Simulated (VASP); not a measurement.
The system is Zn.

```
CELL_PARAMETERS angstrom
2.66480 0.00000 0.00000
-1.33240 2.30778 0.00000
0.00000 0.00000 4.94670
ATOMIC_POSITIONS crystal
Zn 0.33333 0.66667 0.25000
Zn 0.66667 0.33333 0.75000
```

Base run:

* Program: VASP 6.6.1
* Functional: LDA
* Potentials or basis: VASP PAW LDA potentials, release 64 (Zn)
* Cutoff: 520 eV
* k mesh: 16 × 16 × 8
* Occupations: fermi-dirac, width 0.03 eV
* Spin: no spin polarisation

Its results: band gap on the k mesh zero (band 12 reaches 4.11 eV, above the bottom of band 13 at -0.22 eV); pressure -8.5 GPa.

Q: The run is repeated on the same cell with these changes: functional from LDA to revPBE; potentials or basis from VASP PAW LDA potentials, release 64 (Zn) to VASP PAW PBE potentials, release 64 (Zn). What comes out?

A: Band gap on the k mesh zero (band 12 reaches 4.50 eV, above the bottom of band 13 at 0.20 eV); pressure 2.1 GPa.

Caveats: the PAW data sets were made with another functional, which shifts forces and pressure a little (some runs).
